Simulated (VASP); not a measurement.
# CuSi16 (a cell with a defect) in VASP: further runs

CuSi16 (a cell with a defect) is run at these levels: PBE; tasks: single point.

Program: VASP 6.6.1. These are calculated values, not measurements. Logs are shortened: lines on timing, memory, paths and dates and some standing lists are left out, and cuts for length are marked.

## Step 1: The cell of the first run

The cell holds a defect, 17 atoms: a = 7.679 Å, b = 7.679 Å, c = 7.679 Å, α = 60.00°, β = 60.00°, γ = 60.00°.

## Step 2: Single point, PBE

Contents of INCAR:

```
SYSTEM = CuSi16
  ALGO = Normal
  EDIFF = 1E-7
  ENCUT = 520
  GGA = PE
  ISIF = 2
  ISMEAR = -1
  LASPH = .TRUE.
  LCHARG = .TRUE.
  LELF = .TRUE.
  LREAL = Auto
  LVHAR = .TRUE.
  LWAVE = .FALSE.
  NBANDS = 52
  NELECT = 74.0
  NELM = 80
  PREC = Accurate
  SIGMA = 0.02
```

Contents of KPOINTS:

```
k-points
0
G
  2 2 2
  0 0 0
```

Contents of POSCAR:

```
CuSi16
1.0
    0.0000000000      5.4300000000      5.4300000000
    5.4300000000      0.0000000000      5.4300000000
    5.4300000000      5.4300000000      0.0000000000
Si Cu
16 1
Direct
   -0.0061104052      0.0102190608      0.0009474217
    0.1050810313      0.1640469613      0.1170011050
   -0.0057413444      0.0101157459      0.4976024862
    0.1304209024      0.1147205341      0.6290295580
   -0.0265790055      0.5354222836     -0.0033198895
    0.1227275322      0.6207199816      0.1299969613
   -0.0010411602      0.4892571823      0.5073181400
    0.1225420810      0.6218179558      0.6285142726
    0.4831184162      0.0097268877      0.0052994475
    0.6218246777      0.1144790055      0.1344340700
    0.5020971455     -0.0108846225      0.5063755985
    0.6219337937      0.1149945672      0.6326921731
    0.4978388582      0.4889366483      0.0037156538
    0.6042576427      0.6243589319      0.1372370166
    0.4977661142      0.4894149171      0.5124690608
    0.6259403315      0.6156060773      0.6309169429
    0.2126622468      0.7927828729      0.2474998158
```

Potentials or basis: VASP PAW PBE potentials, release 64 (Si, Cu).

Launch:

```console
$ cat potpaw_PBE.64/Si/POTCAR potpaw_PBE.64/Cu/POTCAR > POTCAR
$ mpirun -np 1 vasp_std > vasp.out
```

OUTCAR:

```text
SYSTEM = CuSi16
   EDIFF = 1E-7
   ENCUT = 520
   GGA = PE
   ISIF = 2
   ISMEAR = -1
   LASPH = .TRUE.
   LREAL = Auto
   NELECT = 74.0
   NELM = 80
   PREC = Accurate

 ion  position               nearest neighbor table
   1  0.994  0.010  0.001-   4 2.34  10 2.34   2 2.40   6 2.44  17 2.53
   2  0.105  0.164  0.117-   5 2.33  17 2.33   9 2.38   3 2.39   1 2.40
   3  0.994  0.010  0.498-   4 2.34  12 2.34   2 2.39   8 2.43  17 2.54
   4  0.130  0.115  0.629-  11 2.33   1 2.34   3 2.34   7 2.35
   5  0.973  0.535  0.997-   6 2.32   8 2.32  14 2.33   2 2.33
   6  0.123  0.621  0.130-   5 2.32  13 2.35   7 2.37  17 2.40   1 2.44
   7  0.999  0.489  0.507-  16 2.34   4 2.35   6 2.37   8 2.37  17 2.83
   8  0.123  0.622  0.629-   5 2.32  15 2.35   7 2.37  17 2.41   3 2.43
   9  0.483  0.010  0.005-  12 2.34  10 2.34   2 2.38  14 2.42  17 2.65
  10  0.622  0.114  0.134-  11 2.33   1 2.34   9 2.34  13 2.35
  11  0.502  0.989  0.506-   4 2.33  10 2.33  12 2.33  16 2.34
  12  0.622  0.115  0.633-  11 2.33   3 2.34   9 2.34  15 2.35
  13  0.498  0.489  0.004-  16 2.34  10 2.35   6 2.35  14 2.36
  14  0.604  0.624  0.137-   5 2.33  15 2.36  13 2.36   9 2.42  17 2.47
  15  0.498  0.489  0.512-  16 2.34  12 2.35   8 2.35  14 2.36
  16  0.626  0.616  0.631-  13 2.34  15 2.34   7 2.34  11 2.34
  17  0.213  0.793  0.247-   2 2.33   6 2.40   8 2.41  14 2.47   1 2.53   3 2.54   9 2.65   7 2.83

  LATTYP: Found a face centered cubic cell.
 ALAT       =    10.8600000000

  Lattice vectors:

 A1 = (   0.0000000000,   5.4300000000,   5.4300000000)
 A2 = (   5.4300000000,   0.0000000000,   5.4300000000)
 A3 = (   5.4300000000,   5.4300000000,   0.0000000000)

Analysis of symmetry for initial positions (statically):
=====================================================================
 Subroutine PRICEL returns:
 Original cell was already a primitive cell.

 Routine SETGRP: Setting up the symmetry group for a
 face centered cubic supercell.

 Subroutine GETGRP returns: Found  1 space group operations
 (whereof  1 operations were pure point group operations)
 out of a pool of 48 trial point group operations.

The static configuration has the point symmetry C_1 .

Analysis of symmetry for dynamics (positions and initial velocities):
=====================================================================
 Subroutine PRICEL returns:
 Original cell was already a primitive cell.

 Routine SETGRP: Setting up the symmetry group for a
 face centered cubic supercell.

 Subroutine GETGRP returns: Found  1 space group operations
 (whereof  1 operations were pure point group operations)
 out of a pool of 48 trial point group operations.

The dynamic configuration has the point symmetry C_1 .

 Subroutine INISYM returns: Found  1 space group operations
 (whereof  1 operations are pure point group operations),
 and found     1 'primitive' translations

----------------------------------------------------------------------------------------

                                     Primitive cell

  volume of cell :     320.2060

  direct lattice vectors                    reciprocal lattice vectors
     0.000000000  5.430000000  5.430000000    -0.092081031  0.092081031  0.092081031
     5.430000000  0.000000000  5.430000000     0.092081031 -0.092081031  0.092081031
     5.430000000  5.430000000  0.000000000     0.092081031  0.092081031 -0.092081031

  length of vectors
     7.679179644  7.679179644  7.679179644     0.159489025  0.159489025  0.159489025

  position of ions in fractional coordinates (direct lattice)
     0.993889595  0.010219061  0.000947422
     0.105081031  0.164046961  0.117001105
     0.994258656  0.010115746  0.497602486
     0.130420902  0.114720534  0.629029558
     0.973420995  0.535422284  0.996680111
     0.122727532  0.620719982  0.129996961
[... 9 lines left out ...]
     0.625940331  0.615606077  0.630916943
     0.212662247  0.792782873  0.247499816

  ion indices of the primitive-cell ions
   primitive index   ion index
                 1           1
                 2           2
                 3           3
                 4           4
                 5           5
                 6           6
[... 9 lines left out ...]
                16          16
                17          17

----------------------------------------------------------------------------------------

 KPOINTS: k-points

Automatic generation of k-mesh.
 Grid dimensions read from file:
 generate k-points for:    2    2    2

 Generating k-lattice:

  Cartesian coordinates                     Fractional coordinates (reciprocal lattice)
    -0.046040516  0.046040516  0.046040516     0.500000000  0.000000000  0.000000000
     0.046040516 -0.046040516  0.046040516     0.000000000  0.500000000  0.000000000
     0.046040516  0.046040516 -0.046040516     0.000000000  0.000000000  0.500000000

  Length of vectors
     0.079744512  0.079744512  0.079744512

  Shift w.r.t. Gamma in fractional coordinates (k-lattice)
     0.000000000  0.000000000  0.000000000

 Subroutine IBZKPT returns following result:
 ===========================================

 Found      8 irreducible k-points:

 Following reciprocal coordinates:
            Coordinates               Weight
  0.000000  0.000000  0.000000      1.000000
  0.500000  0.000000  0.000000      1.000000
  0.000000  0.500000  0.000000      1.000000
  0.000000  0.000000  0.500000      1.000000
  0.500000  0.500000  0.500000      1.000000
  0.500000  0.500000  0.000000      1.000000
  0.000000  0.500000  0.500000      1.000000
  0.500000  0.000000  0.500000      1.000000
   k-points           NKPTS =      8   k-points in BZ     NKDIM =      8   number of bands    NBANDS=     52
   number of dos      NEDOS =    301   number of ions     NIONS =     17
   total plane-waves  NPLWV = 216000
   dimension x,y,z NGX =    60 NGY =   60 NGZ =   60
   dimension x,y,z NGXF=   120 NGYF=  120 NGZF=  120
   ions per type =              16   1
   NGX,Y,Z   is equivalent  to a cutoff of  12.99, 12.99, 12.99 a.u.
   NGXF,Y,Z  is equivalent  to a cutoff of  25.98, 25.98, 25.98 a.u.
 SYSTEM =  CuSi16
   PREC   = accura    normal or accurate (medium, high low for compatibility)
   ISTART =      0    job   : 0-new  1-cont  2-samecut
   ICHARG =      2    charge: 1-file 2-atom 10-const
   ISPIN  =      1    spin polarized calculation?
   LNONCOLLINEAR =      F non collinear calculations
   LSORBIT =      F    spin-orbit coupling
   LASPH  =      T    aspherical Exc in radial PAW
   ENCUT  =  520.0 eV  38.22 Ry    6.18 a.u.  14.28 14.28 14.28*2*pi/ulx,y,z
   NELM   =     80;   NELMIN=  2; NELMDL= -5     # of ELM steps
   EDIFF  = 0.1E-06   stopping-criterion for ELM
   LREAL  =      T    real-space projection
   EDIFFG = 0.1E-05   stopping-criterion for IOM
   NSW    =      0    number of steps for IOM
   IBRION =     -1    ionic relax: 0-MD 1-quasi-New 2-CG
   NFREE  =      0    steps in history (QN), initial steepest desc. (CG)
   ISIF   =      2    stress and relaxation
   ISYM   =      2    0-nonsym 1-usesym 2-fastsym
   POTIM  = 0.5000    time-step for ionic-motion
   TEBEG  =    0.0;   TEEND  =   0.0 temperature during run
   PSTRESS=    0.0 pullay stress
   NELECT =      74.0000    total number of electrons
   NUPDOWN=      -1.0000    fix difference up-down
   EMIN   =  10.00;   EMAX   =-10.00  energy-range for DOS
   EFERMI =   0.00;   METHOD = LEGACY
   ISMEAR =    -1;   SIGMA  =   0.02  broadening in eV -4-tet -1-fermi 0-gaus
   EFERMI_NEDOS =   21; number of points for ismear=-14 and -15
   IALGO  =     38    algorithm
   IMIX   =      4    mixing-type and parameters
     AMIX     =   0.40;   BMIX     =  1.00
     AMIX_MAG =   1.60;   BMIX_MAG =  1.00
  volume/ion in A,a.u.               =      18.84       127.11
  Fermi-wavevector in a.u.,A,eV,Ry     =   1.004636  1.898488 13.732283  1.009294
  Thomas-Fermi vector in A             =   2.137265
   LORBIT       =      0    0 simple, 1 ext, 2 COOP (PROOUT), +10 PAW based schemes
   GGA     = PE    functional components
   LHFCALC =     F    Hartree Fock is set to
   AEXX    =    0.0000 exact exchange contribution
   IVDW    =     0    specifies the selected vdW correction
   LEPSILON=     F    determine dielectric tensor
   LRPA    =     F    only Hartree local field effects (RPA)
 non-spin polarized calculation
  energy-cutoff  :      520.00
  volume of cell :      320.21
 maximum number of plane-waves:      8646
 NGX is ok and might be reduce to    60
   NGX = 29   NGY = 29   NGZ = 29

 number of electron      73.9999999 magnetization

 Free energy of the ion-electron system (eV)
  ---------------------------------------------------
  ext. energy  EPLUGINS =         0.00000000
  ---------------------------------------------------
  free energy    TOTEN  =       -94.21891505 eV

  energy without entropy =      -94.21888257  energy(sigma->0) =      -94.21889881

 E-fermi :   6.3830     XC(G=0):  -9.6082

 val. band max:        6.2216584222   @ k =   0.0000   0.0000   0.0000
 cond. band min:       6.5418037237   @ k =   0.0000   0.0000   0.0000
 fundamental gap:      0.3201453015
 Fermi energy:         6.3830002613

 k-point     1 :       0.0000    0.0000    0.0000
  band No.  band energies     occupation
      1      -5.8941      2.00000
      2      -3.5450      2.00000
      3      -3.5074      2.00000
      4      -3.4755      2.00000
      5      -3.4689      2.00000
      6      -2.0411      2.00000
[... 41 lines left out ...]
     48       8.4608      0.00000
     49       8.7174      0.00000

 k-point     2 :       0.5000    0.0000    0.0000
  band No.  band energies     occupation
      1      -5.2330      2.00000
      2      -4.9244      2.00000
      3      -3.2861      2.00000
      4      -3.2591      2.00000
      5      -3.1734      2.00000
      6      -3.0449      2.00000
[... 41 lines left out ...]
     48       9.7981      0.00000
     49       9.8980      0.00000

 k-point     3 :       0.0000    0.5000    0.0000
  band No.  band energies     occupation
      1      -5.1867      2.00000
      2      -4.9840      2.00000
      3      -3.3291      2.00000
      4      -3.1898      2.00000
      5      -3.1707      2.00000
      6      -3.0387      2.00000
[... 41 lines left out ...]
     48       9.7533      0.00000
     49       9.8111      0.00000

 k-point     4 :       0.0000    0.0000    0.5000
  band No.  band energies     occupation
      1      -5.2199      2.00000
      2      -4.9394      2.00000
      3      -3.2969      2.00000
      4      -3.2625      2.00000
      5      -3.1620      2.00000
      6      -3.0409      2.00000
[... 41 lines left out ...]
     48       9.7935      0.00000
     49       9.9365      0.00000

 k-point     5 :       0.5000    0.5000    0.5000
  band No.  band energies     occupation
      1      -5.2187      2.00000
      2      -4.9407      2.00000
      3      -3.2951      2.00000
      4      -3.2644      2.00000
      5      -3.1633      2.00000
      6      -3.0394      2.00000
[... 41 lines left out ...]
     48       9.7898      0.00000
     49       9.9448      0.00000

 k-point     6 :       0.5000    0.5000    0.0000
  band No.  band energies     occupation
      1      -4.9266      2.00000
      2      -4.7266      2.00000
      3      -3.8706      2.00000
      4      -3.7738      2.00000
      5      -3.7513      2.00000
      6      -3.7356      2.00000
[... 41 lines left out ...]
     48      10.4916      0.00000
     49      10.5213      0.00000

 k-point     7 :       0.0000    0.5000    0.5000
  band No.  band energies     occupation
      1      -4.9299      2.00000
      2      -4.7225      2.00000
      3      -3.8706      2.00000
      4      -3.7777      2.00000
      5      -3.7460      2.00000
      6      -3.7389      2.00000
[... 41 lines left out ...]
     48      10.5003      0.00000
     49      10.5131      0.00000

 k-point     8 :       0.5000    0.0000    0.5000
  band No.  band energies     occupation
      1      -4.9314      2.00000
      2      -4.7206      2.00000
      3      -3.8693      2.00000
      4      -3.7772      2.00000
      5      -3.7472      2.00000
      6      -3.7401      2.00000
[... 41 lines left out ...]
     48      10.4956      0.00000
     49      10.5134      0.00000
 [bands above 49 left out]

------------------------ aborting loop because EDIFF is reached ----------------------------------------

  FORCE on cell =-STRESS in cart. coord.  units (eV):
  Direction    XX          YY          ZZ          XY          YZ          ZX
  --------------------------------------------------------------------------------------
  -------------------------------------------------------------------------------------
  Total       -1.7109413     -1.6654604     -2.0688982      0.0605892     -0.2414478      0.2497625
  in kB       -8.5608365     -8.3332692    -10.3519035      0.3031630     -1.2081041      1.2497075
  external PRESSURE =      -9.0820031 kB  Pullay stress =       0.0000000 kB

 VOLUME and BASIS-vectors are now :
 -----------------------------------------------------------------------------
  energy-cutoff  :      520.00
  volume of cell :      320.21
      direct lattice vectors                 reciprocal lattice vectors
     0.000000000  5.430000000  5.430000000    -0.092081031  0.092081031  0.092081031
     5.430000000  0.000000000  5.430000000     0.092081031 -0.092081031  0.092081031
     5.430000000  5.430000000  0.000000000     0.092081031  0.092081031 -0.092081031

 POSITION                                       TOTAL-FORCE (eV/Angst)
 -----------------------------------------------------------------------------------
      0.06063      5.40196      5.45231        -0.002729      0.027548     -0.003628
      1.52609      1.20591      1.46136        -0.000674     -0.009128      0.003142
      2.75691      8.10081      5.45375         0.001436     -0.005170      0.007044
      4.03856      4.12382      1.33112        -0.002857     -0.008948     -0.005371
      8.31932     10.69765      8.19302        -0.004771      0.000488     -0.003547
      4.07639      1.37229      4.03692         0.017837     -0.018216     -0.004457
[... 9 lines left out ...]
      6.76862      6.82473      6.74160         0.001331     -0.003033     -0.003362
      5.64873      2.49868      5.45957        -0.001031      0.017641      0.003809
 -----------------------------------------------------------------------------------
    total drift:                               -0.006339     -0.000320      0.003876

  FREE ENERGIE OF THE ION-ELECTRON SYSTEM (eV)
  ---------------------------------------------------
  free  energy   TOTEN  =       -94.2189150529 eV

  energy  without entropy=      -94.2188825734  energy(sigma->0) =      -94.21889881
```

It took 7 min on 1 thread of Intel Xeon Platinum 8488C (Sapphire Rapids), shared host; peak memory 0.5 GiB.

Results:

```yaml
Free_energy: -94.2189 eV
Largest_force: 0.028 eV/Å
```

Forces on the atoms (eV/Å):
```
Si  -0.003  0.028 -0.004
Si  -0.001 -0.009  0.003
Si   0.001 -0.005  0.007
Si  -0.003 -0.009 -0.005
Si  -0.005  0.000 -0.004
Si   0.018 -0.018 -0.004
Si  -0.002 -0.001  0.007
Si  -0.007  0.004 -0.008
Si   0.002 -0.002 -0.007
Si  -0.002 -0.009  0.001
Si   0.001  0.001  0.000
Si  -0.002  0.003  0.000
Si   0.005  0.004  0.003
Si  -0.007  0.010  0.009
Si   0.003 -0.009  0.001
Si   0.001 -0.003 -0.003
Cu  -0.001  0.018  0.004
```

Caveat: the k points lie up to 0.50 Å⁻¹ apart; the cell carries a net charge on a neutralising background, which shifts energy and pressure; the cell is charged against a uniform background, so pressure and absolute levels hang on convention.

## Step 3: Single point, PBE

Contents of INCAR:

```
  PREC = Accurate
  ENCUT = 520
  EDIFF = 1E-7
  ISMEAR = -1
  SIGMA = 0.02
  LREAL = Auto
  LASPH = True
  NELM = 80
  ALGO = Normal
  ISIF = 2
  LWAVE = False
  LCHARG = False
  GGA = PE
  NBANDS = 52
  NELECT = 74.0
```

Contents of KPOINTS:

```
regular mesh
0
Gamma
  2 2 2
```

Contents of POSCAR:

```
CuSi16
1.0
    0.0000000000      5.4300000000      5.4300000000
    5.4300000000      0.0000000000      5.4300000000
    5.4300000000      5.4300000000      0.0000000000
Si Cu
16 1
Direct
   -0.0063522099      0.0104334254      0.0033273481
    0.1078563536      0.1578887661      0.1176893186
   -0.0126595764      0.0088120626      0.4997461326
    0.1196118785      0.1178096685      0.6307023020
   -0.0064431860      0.5291964088      0.0035227440
    0.1291604972      0.6289266114      0.1385247698
   -0.0090298343      0.4922193370      0.5135020258
    0.1159732044      0.6200347145      0.6355063536
    0.4898636280      0.0087586556     -0.0028636280
    0.6210597606      0.1175192449      0.1293980663
    0.4917327808     -0.0081318600      0.5015535912
    0.6155358195      0.1156662063      0.6252709945
    0.5038789134      0.4919759669      0.0004809392
    0.6255757827      0.6197855433      0.1257599448
    0.4955469613      0.4902961326      0.5053558011
    0.6182947514      0.6181667587      0.6277236648
    0.2514639042      0.7870384899      0.2613532228
```

Potentials or basis: VASP PAW PBE potentials, release 64 (Si, Cu).

Launch:

```console
$ cat potpaw_PBE.64/Si/POTCAR potpaw_PBE.64/Cu/POTCAR > POTCAR
$ mpirun -np 1 vasp_std > vasp.out
```

Run time: 6.6 min. Hardware: 1 thread of Intel Xeon Platinum 8488C (Sapphire Rapids), shared host; peak memory 0.5 GiB.

It converged, with:

```
Free energy   : -94.2190 eV
Largest force : 0.026 eV/Å
```

Forces in eV/Å, atoms in the order of the input:
```
Si  -0.005  0.014 -0.003
Si   0.008 -0.007  0.008
Si  -0.009 -0.007  0.006
Si   0.005 -0.006 -0.005
Si  -0.001 -0.008 -0.003
Si   0.004 -0.005 -0.013
Si  -0.002 -0.006  0.017
Si   0.003  0.018 -0.019
Si   0.001 -0.005 -0.008
Si  -0.002 -0.010  0.004
Si  -0.006 -0.001 -0.001
Si   0.007  0.002  0.001
Si   0.009 -0.001  0.005
Si  -0.014  0.015  0.008
Si   0.000 -0.013  0.003
Si  -0.001  0.003 -0.005
Cu   0.004  0.017  0.004
```

Levels at points of the mesh, in eV from the Fermi level:
```csv
k point,band 35,band 36,band 37,band 38,band 39,band 40
"(0.00, 0.00, 0.00)",-0.63,-0.19,-0.11,0.11,0.53,0.61
"(0.50, 0.00, 0.00)",-0.83,-0.82,-0.70,0.56,1.13,1.31
"(0.00, 0.50, 0.00)",-0.88,-0.77,-0.76,0.47,1.22,1.33
"(0.00, 0.00, 0.50)",-0.84,-0.82,-0.70,0.57,1.13,1.31
"(0.50, 0.50, 0.50)",-0.86,-0.69,-0.55,0.55,1.04,1.32
"(0.50, 0.50, 0.00)",-1.43,-1.41,-0.98,0.67,1.06,2.01
"(0.00, 0.50, 0.50)",-1.43,-1.41,-0.98,0.66,1.06,2.01
"(0.50, 0.00, 0.50)",-1.48,-1.40,-1.02,0.68,1.04,2.01
```

Caveat: the k points lie up to 0.50 Å⁻¹ apart; the cell carries a net charge on a neutralising background, which shifts energy and pressure; the cell is charged against a uniform background, so pressure and absolute levels hang on convention.
